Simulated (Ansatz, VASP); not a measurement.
Given: the input of a run of VASP 6.6.1 on GaN.

Contents of INCAR:

```
SYSTEM = GaN
ALGO = Normal
EDIFF = 1E-7
EDIFFG = -0.01
ENCUT = 600
GGA = VW
IBRION = 2
ISIF = 3
ISMEAR = -1
LASPH = .True.
LCHARG = .False.
LREAL = .False.
LWAVE = .False.
NELM = 60
NSW = 60
PREC = Accurate
SIGMA = 0.05
```

File KPOINTS:

```
k-points
0
Gamma
  10 10 10
  0 0 0
```

POSCAR

```
GaN
1.0
    0.0000000000      2.2535006075      2.2535006075
    2.2535006075      0.0000000000      2.2535006075
    2.2535006075      2.2535006075      0.0000000000
Ga N
1 1
Direct
    0.0000000000      0.0000000000      0.0000000000
    0.2500000000      0.2500000000      0.2500000000
```

Potentials or basis: VASP PAW PBE potentials, release 64 (Ga_d, N).

The run is started by

```bash
$ cat potpaw_PBE.64/Ga_d/POTCAR potpaw_PBE.64/N/POTCAR > POTCAR
$ mpirun -np 1 vasp_std > vasp.out
```

Problem. Set up the same calculation for Ansatz 0.2.0. Potentials there: Ansatz PAW.

Solution. As run (the cutoff follows the program's own potentials):

The input input.yaml:

```yaml
crystal:
  lattice:
    - [0.0, 2.2535006075, 2.2535006075]
    - [2.2535006075, 0.0, 2.2535006075]
    - [2.2535006075, 2.2535006075, 0.0]
  atoms:
    - { symbol: Ga, position: [0.0, 0.0, 0.0] }
    - { symbol: "N", position: [0.25, 0.25, 0.25] }
hamiltonian:
  xc: { exchange: slater, correlation: vwn5 }
  pseudopotentials: { kind: paw }
kpoints:
  mp_grid: { grid: [10, 10, 10] }
scf:
  occupations: { method: fermi_dirac, width: 0.05 }
output:
  forces: true
  stress: true
relax:
  f_tol: 0.01
  max_steps: 40
  cell: { stress_tol: 0.05 }
```

Potentials or basis: Ansatz PAW.

The run is started by

```sh
$ ansatz run input.yaml --threads 2 --pin off --max-ram 5120MiB --backend cpu --events-out ev --progress --plain --runs-dir out
```

Both were run:

|  | VASP | Ansatz | Ansatz less VASP |
| --- | --- | --- | --- |
| relaxed volume (Å³/atom) | 11.05 | 11.05 | 0.000 |
| relaxed cell length with the largest relative difference (Å) | 3.150 | 3.150 | 0.0000 |

VASP's potentials were made for PBE, not for SVWN5.

Noted on Ansatz's run: the plane-wave basis is chosen anew once the cell has moved, so the energies of steps on either side of that aren't comparable.
